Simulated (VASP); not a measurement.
# Ti5C6: relaxation of the atoms with PBEsol

The system is Ti5C6, a slab with vacuum.

```xyz
11
Lattice="3.0359 0.0000 0.0000 -1.5179 2.6291 0.0000 0.0000 0.0000 27.3939" Properties=species:S:1:pos:R:3 pbc="T T T"
C     0.0000    1.7528    7.5000
C     0.0000    0.0000    9.9788
C     1.5179    0.8764   12.4576
C     0.0000    1.7528   14.9363
C     0.0000    0.0000   17.4151
C     1.5179    0.8764   19.8939
Ti    1.5179    0.8764    8.7394
Ti    0.0000    1.7528   11.2182
Ti    0.0000    0.0000   13.6969
Ti    1.5179    0.8764   16.1757
Ti    0.0000    1.7528   18.6545
```

```
Program                : VASP 6.6.1
Task                   : relaxation of the atoms
Functional             : PBEsol
Potentials or basis    : VASP PAW PBE potentials, release 64 (C, Ti_sv)
Cutoff                 : 520 eV
k mesh                 : 12 × 12 × 1
Occupations            : gaussian, width 0.1 eV
Spin                   : no spin polarisation
Dipole correction      : yes
Further INCAR settings : ALGO = Fast; EDIFF = 1e-06; IBRION = 2; EDIFFG = -0.02; NSW = 80
```

| Item | Value |
| --- | --- |
| Energy gained by relaxing | 10.0 meV/atom |
| Ionic steps | 16 |
| Largest force after relaxing | 0.017 eV/Å |
| Band gap on the k mesh | zero (bands 42 and 43 overlap by 1.09 eV) |

Forces on the atoms (eV/Å):
```
C    0.000  0.000  0.001
C    0.000  0.000  0.017
C    0.000  0.000 -0.012
C    0.000  0.000  0.012
C    0.000  0.000 -0.017
C    0.000  0.000 -0.001
Ti   0.000  0.000 -0.012
Ti   0.000  0.000  0.002
Ti   0.000  0.000  0.000
Ti   0.000  0.000 -0.002
Ti   0.000  0.000  0.012
```

Step by step:
```tsv
step	energy change (eV)	largest force (eV/Å)	pressure (GPa)
1	0.0000	0.8968	-2.09
2	-0.0836	0.4070	-1.54
3	-0.0840	0.4590	-1.49
4	-0.1031	0.1262	-1.17
5	-0.1040	0.1796	-1.07
6	-0.1068	0.0406	-0.98
7	-0.1069	0.0382	-0.95
8	-0.1074	0.0324	-0.90
9	-0.1085	0.0491	-0.76
10	-0.1087	0.1365	-0.46
11	-0.1090	0.0924	-0.59
12	-0.1092	0.0760	-0.56
13	-0.1097	0.0416	-0.49
14	-0.1094	0.0658	-0.34
15	-0.1098	0.0251	-0.44
16	-0.1099	0.0173	-0.43
```

Final structure:
```
CELL_PARAMETERS angstrom
3.03587 0.00000 0.00000
-1.51794 2.62914 0.00000
0.00000 0.00000 27.39389
ATOMIC_POSITIONS crystal
C 0.33333 0.66667 0.27771
C 0.00000 0.00000 0.36389
C 0.66667 0.33333 0.45456
C 0.33333 0.66667 0.54544
C 0.00000 0.00000 0.63611
C 0.66667 0.33333 0.72229
Ti 0.66667 0.33333 0.31872
Ti 0.33333 0.66667 0.40963
Ti 0.00000 0.00000 0.50000
Ti 0.66667 0.33333 0.59037
Ti 0.33333 0.66667 0.68128
```

Levels at points of the mesh, in eV from the Fermi level:
```
           k point  band 40  band 41  band 42  band 43  band 44  band 45
(0.00, 0.00, 0.00)     0.23     0.23     0.99     0.99     1.39     1.39
(0.50, 0.00, 0.00)    -1.28    -0.99     0.05     0.13     0.36     0.49
```

Wall time 37 min on 4 MPI ranks on Oxide Virtual Turin-like Processor, on a shared host, peak memory 0.45 GiB a rank.

Caveat: the PAW data sets were made with another functional, which shifts forces and pressure a little.
